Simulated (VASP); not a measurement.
# Zr2H3Pd in VASP: a series of runs, part 2 of 3

VASP 6.6.1. The steps go on from the part before.

### Step 3. Single point, PBE

INCAR

```
ALGO     = Normal         # electronic algorithm
EDIFF    = 1E-6           # SCF threshold, eV
ENCUT    = 520            # plane-wave cutoff, eV
GGA      = PE             # functional
ISIF     = 2              # what is computed and relaxed
ISMEAR   = -1             # smearing method
LASPH    = True           # aspherical terms in the spheres
LCHARG   = False          # write CHGCAR
LREAL    = False          # projectors in reciprocal space
LWAVE    = False          # write WAVECAR
NBANDS   = 28             # bands
NELM     = 80             # most SCF steps
PREC     = Accurate       # precision mode
SIGMA    = 0.05           # smearing width, eV
```

KPOINTS

```
k-points
0
Gamma
  12 12 12
```

POSCAR

```
Zr2H3Pd
1.0
   -1.6033930000      1.6033930000      6.7000100000
    1.6033930000     -1.6033930000      6.7000100000
    1.6033930000      1.6033930000     -6.7000100000
Pd Zr H
1 2 3
Direct
    0.0000000000      0.0000000000      0.0000000000
    0.3529380000      0.3529380000      0.0000000000
    0.6470620000      0.6470620000      0.0000000000
    0.2500000000      0.7500000000      0.5000000000
    0.7500000000      0.2500000000      0.5000000000
    0.5000000000      0.5000000000      0.0000000000
```

Potentials or basis: VASP PAW PBE potentials, release 64 (Pd, Zr_sv, H).

The run is started by

```console
> cat potpaw_PBE.64/Pd/POTCAR potpaw_PBE.64/Zr_sv/POTCAR potpaw_PBE.64/H/POTCAR > POTCAR
> mpirun -np 1 vasp_std > vasp.out
```

OUTCAR:

```text
EDIFF = 1E-6
   ENCUT = 520
   GGA = PE
   ISIF = 2
   ISMEAR = -1
   LASPH = True
   LREAL = False
   NELM = 80
   PREC = Accurate

 ion  position               nearest neighbor table
   1  0.000  0.000  0.000-   3 3.00   3 3.00   3 3.00   2 3.00   3 3.00   2 3.00   2 3.00   2 3.00

   2  0.353  0.353  0.000-   6 1.97   5 2.12   4 2.12   4 2.12   5 2.12   1 3.00   1 3.00   1 3.00
                             1 3.00   3 3.57   3 3.57   3 3.57   3 3.57
   3  0.647  0.647  0.000-   6 1.97   4 2.12   5 2.12   5 2.12   4 2.12   1 3.00   1 3.00   1 3.00
                             1 3.00   2 3.57   2 3.57   2 3.57   2 3.57
[... 955 lines left out ...]
  Total       -0.4888097     -0.4888097     -0.4257902      0.0000000     -0.0000000      0.0000000
  in kB      -11.3667159    -11.3667159     -9.9012687      0.0000000     -0.0000000      0.0000000
  external PRESSURE =     -10.8782335 kB  Pullay stress =       0.0000000 kB

 VOLUME and BASIS-vectors are now :
 -----------------------------------------------------------------------------
  energy-cutoff  :      520.00
  volume of cell :       68.90
      direct lattice vectors                 reciprocal lattice vectors
    -1.603393000  1.603393000  6.700010000     0.000000000  0.311838707  0.074626754
     1.603393000 -1.603393000  6.700010000     0.311838707  0.000000000  0.074626754
     1.603393000  1.603393000 -6.700010000     0.311838707  0.311838707  0.000000000

 POSITION                                       TOTAL-FORCE (eV/Angst)
 -----------------------------------------------------------------------------------
      0.00000      0.00000      0.00000        -0.000000     -0.000000      0.000000
      0.00000      0.00000      4.72938         0.000000      0.000000      0.040174
      0.00000      0.00000      8.67064         0.000000      0.000000     -0.040174
      1.60339      0.00000      3.35000        -0.000000     -0.000000      0.000000
      0.00000      1.60339      3.35000        -0.000000     -0.000000     -0.000000
      0.00000      0.00000      6.70001        -0.000000     -0.000000      0.000000
 -----------------------------------------------------------------------------------
    total drift:                                0.000000     -0.000000      0.000000

  FREE ENERGIE OF THE ION-ELECTRON SYSTEM (eV)
  ---------------------------------------------------
  free  energy   TOTEN  =       -34.5663448108 eV

  energy  without entropy=      -34.5368779736  energy(sigma->0) =      -34.55161139
```

OSZICAR:

```text
N       E                     dE             d eps       ncg     rms          rms(c)
DAV:   1     0.300995340389E+03    0.30100E+03   -0.18552E+04  9136   0.127E+03
DAV:   2    -0.155387828463E+02   -0.31653E+03   -0.30756E+03 10256   0.363E+02
DAV:   3    -0.363610742848E+02   -0.20822E+02   -0.20552E+02 16436   0.741E+01
DAV:   4    -0.371337744567E+02   -0.77270E+00   -0.77011E+00 11440   0.128E+01
DAV:   5    -0.371630493369E+02   -0.29275E-01   -0.29271E-01 13460   0.184E+00    0.209E+01
DAV:   6    -0.348474584188E+02    0.23156E+01   -0.37009E+00 10496   0.118E+01    0.784E+00
DAV:   7    -0.345773016858E+02    0.27016E+00   -0.16450E+00 13704   0.609E+00    0.173E+00
DAV:   8    -0.345674339827E+02    0.98677E-02   -0.17175E-01 11272   0.225E+00    0.148E+00
DAV:   9    -0.345654298317E+02    0.20042E-02   -0.31412E-02 11104   0.138E+00    0.576E-01
DAV:  10    -0.345663406940E+02   -0.91086E-03   -0.27451E-03 12032   0.366E-01    0.955E-02
DAV:  11    -0.345663561890E+02   -0.15495E-04   -0.40484E-04 10608   0.137E-01    0.202E-02
DAV:  12    -0.345663479768E+02    0.82122E-05   -0.28074E-05 10776   0.402E-02    0.849E-03
DAV:  13    -0.345663449443E+02    0.30324E-05   -0.35151E-06  9764   0.127E-02    0.358E-03
DAV:  14    -0.345663448108E+02    0.13349E-06   -0.27143E-07  5336   0.407E-03
   1 F= -.34566345E+02 E0= -.34551611E+02  d E =-.294668E-01
```

stdout:

```text
POSCAR found type information on POSCAR PdZrH
 POSCAR found :  3 types and       6 ions
 scaLAPACK will be used
 LDA part: xc-table for (Slater+PW92), standard interpolation
 POSCAR, INCAR and KPOINTS ok, starting setup
 FFT: planning ... GRIDC
 FFT: planning ... GRID_SOFT
 FFT: planning ... GRID
 WAVECAR not read
 entering main loop
```

It took 8.2 min on 1 thread of Intel Xeon 6975P-C (Granite Rapids), shared host; peak memory 0.6 GiB.

What came out:

```
Free energy            : -34.5663 eV
Pressure               : -1.1 GPa
Largest force          : 0.040 eV/Å
Band gap on the k mesh : zero (an odd number of electrons rules out a gap without spin polarisation)
```

Forces on the atoms (eV/Å):
```
Pd   0.000  0.000  0.000
Zr   0.000  0.000  0.040
Zr   0.000  0.000 -0.040
H    0.000  0.000  0.000
H    0.000  0.000  0.000
H    0.000  0.000  0.000
```

### Step 4. Single point, PBE

INCAR

```
SYSTEM = Zr2H3Pd
PREC = Accurate ; ENCUT = 520
EDIFF = 1E-7 ; ISMEAR = 1
SIGMA = 0.05 ; LREAL = .False.
LASPH = .True. ; NELM = 80
ALGO = Normal ; ISIF = 2
LWAVE = .False. ; LCHARG = .False.
GGA = PE ; NBANDS = 28
```

KPOINTS

```
regular mesh
0
Gamma
  10 10 10
  0 0 0
```

POSCAR is that of step 3.

Potentials or basis: VASP PAW PBE potentials, release 64 (Pd, Zr_sv, H).

The run is started by

```console
> cat potpaw_PBE.64/Pd/POTCAR potpaw_PBE.64/Zr_sv/POTCAR potpaw_PBE.64/H/POTCAR > POTCAR
> mpirun -np 1 vasp_std > vasp.out
```

OUTCAR:

```text
SYSTEM = Zr2H3Pd
   PREC = Accurate
   ENCUT = 520
   EDIFF = 1E-7
   ISMEAR = 1
   LREAL = .False.
   LASPH = .True.
   NELM = 80
   ISIF = 2
   GGA = PE

 ion  position               nearest neighbor table
   1  0.000  0.000  0.000-   3 3.00   3 3.00   3 3.00   2 3.00   3 3.00   2 3.00   2 3.00   2 3.00

   2  0.353  0.353  0.000-   6 1.97   5 2.12   4 2.12   4 2.12   5 2.12   1 3.00   1 3.00   1 3.00
                             1 3.00   3 3.57   3 3.57   3 3.57   3 3.57
   3  0.647  0.647  0.000-   6 1.97   4 2.12   5 2.12   5 2.12   4 2.12   1 3.00   1 3.00   1 3.00
                             1 3.00   2 3.57   2 3.57   2 3.57   2 3.57
   4  0.250  0.750  0.500-   3 2.12   2 2.12   2 2.12   3 2.12
   5  0.750  0.250  0.500-   3 2.12   2 2.12   2 2.12   3 2.12
   6  0.500  0.500  0.000-   2 1.97   3 1.97

  LATTYP: Found a body centered tetragonal cell.
 ALAT       =     3.2067860000
 C/A-ratio  =     4.1786449111

  Lattice vectors:

 A1 = (  -1.6033930000,   1.6033930000,   6.7000100000)
 A2 = (   1.6033930000,  -1.6033930000,   6.7000100000)
[... 188 lines left out ...]
 cond. band min:       8.7789812606   @ k =   0.2000  -0.0000   0.0000
 fundamental gap:      0.0107237380
 Fermi energy:         8.7715209272

 k-point     1 :       0.0000    0.0000    0.0000
  band No.  band energies     occupation
      1     -40.4040      2.00000
      2     -40.3725      2.00000
      3     -18.7196      2.00000
      4     -18.3798      2.00000
      5     -18.1704      2.00000
      6     -18.1704      2.00000
[... 733 lines left out ...]
     27      14.7402      0.00000
     28      15.9108      0.00000

 [... further k-points ...]

------------------------ aborting loop because EDIFF is reached ----------------------------------------

  FORCE on cell =-STRESS in cart. coord.  units (eV):
  Direction    XX          YY          ZZ          XY          YZ          ZX
  --------------------------------------------------------------------------------------
  -------------------------------------------------------------------------------------
  Total       -0.4582868     -0.4582868     -0.4566013      0.0000000      0.0000000      0.0000000
  in kB      -10.6569395    -10.6569395    -10.6177454      0.0000000      0.0000000      0.0000000
  external PRESSURE =     -10.6438748 kB  Pullay stress =       0.0000000 kB

 VOLUME and BASIS-vectors are now :
 -----------------------------------------------------------------------------
  energy-cutoff  :      520.00
  volume of cell :       68.90
      direct lattice vectors                 reciprocal lattice vectors
    -1.603393000  1.603393000  6.700010000     0.000000000  0.311838707  0.074626754
     1.603393000 -1.603393000  6.700010000     0.311838707  0.000000000  0.074626754
     1.603393000  1.603393000 -6.700010000     0.311838707  0.311838707  0.000000000

 POSITION                                       TOTAL-FORCE (eV/Angst)
 -----------------------------------------------------------------------------------
      0.00000      0.00000      0.00000         0.000000      0.000000      0.000000
      0.00000      0.00000      4.72938        -0.000000     -0.000000      0.064666
      0.00000      0.00000      8.67064         0.000000      0.000000     -0.064666
      1.60339      0.00000      3.35000         0.000000      0.000000      0.000000
      0.00000      1.60339      3.35000         0.000000      0.000000      0.000000
      0.00000      0.00000      6.70001         0.000000      0.000000      0.000000
 -----------------------------------------------------------------------------------
    total drift:                                0.000000     -0.000000      0.000000

  FREE ENERGIE OF THE ION-ELECTRON SYSTEM (eV)
  ---------------------------------------------------
  free  energy   TOTEN  =       -34.5468364315 eV

  energy  without entropy=      -34.5466881391  energy(sigma->0) =      -34.54678700
```

stdout:

```text
POSCAR found type information on POSCAR PdZrH
 POSCAR found :  3 types and       6 ions
 scaLAPACK will be used
 LDA part: xc-table for (Slater+PW92), standard interpolation
 POSCAR, INCAR and KPOINTS ok, starting setup
 FFT: planning ... GRIDC
 FFT: planning ... GRID_SOFT
 FFT: planning ... GRID
 WAVECAR not read
 entering main loop
```

Wall time 17 min (1 thread of Oxide Virtual Turin-like, shared host); peak memory 0.47 GiB.

What came out:

- Free energy: -34.5468 eV
- Pressure: -1.1 GPa
- Largest force: 0.065 eV/Å
- Band gap on the k mesh: zero (an odd number of electrons rules out a gap without spin polarisation)

Forces on the atoms (eV/Å):
```
Pd   0.000  0.000  0.000
Zr   0.000  0.000  0.065
Zr   0.000  0.000 -0.065
H    0.000  0.000  0.000
H    0.000  0.000  0.000
H    0.000  0.000  0.000
```

Levels at points of the mesh, in eV from the Fermi level:
```
           k point  band 17  band 18  band 19  band 20  band 21  band 22
(0.00, 0.00, 0.00)    -2.32    -0.53    -0.05     1.71     1.71     1.83
(0.50, 0.00, 0.00)    -1.01    -0.63    -0.28     0.30     1.38     1.95
(0.50, 0.50, 0.00)    -0.93    -0.77     0.09     0.35     2.13     2.70
(0.50, 0.50, 0.50)    -1.02    -0.98    -0.88     1.03     1.03     2.58
```

(Part 2 of 3 ends here.)
